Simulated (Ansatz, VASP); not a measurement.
# AlRu2: VASP beside Ansatz

```
Al Ru
1.0
    -2.40429    2.40429    3.93243
     2.40429   -2.40429    3.93243
     2.40429    2.40429   -3.93243
Al Ru
2 4
Direct
  0.00000 0.00000 0.00000
  0.75000 0.25000 0.50000
  0.33169 0.33169 0.00000
  0.08169 0.58169 0.50000
  0.41831 0.91831 0.50000
  0.66831 0.66831 0.00000
```

Alike in both runs: functional PBE; k mesh 12 × 12 × 12; occupations gaussian, width 0.1 eV; no spin polarisation.

Ansatz relaxed the structure, and its values are those at the end. VASP's run is a single point on that final structure, the one shown.

```csv
,VASP,Ansatz
version,VASP 6.6.1,Ansatz 0.2.0
potentials or method,"VASP PAW PBE potentials, release 64 (Al, Ru_pv), cutoff 520 eV","scalar-relativistic, plane waves, PAW"
valence electrons in the cell,62,70
```

|  | VASP | Ansatz | Ansatz less VASP |
| --- | --- | --- | --- |
| gap on the k mesh at the Fermi level (eV) | none | none | - |
| pressure (GPa) | 0.0 | 0.0 | -0.04 |

A gap of «none» marks a metal or a gap that the smearing closes. The functional is the same, so the differences come from potentials, cutoffs and numerics. VASP's potentials hold 62 valence electrons a cell and Ansatz's 70, so a difference there can come from the potentials and not from the codes.
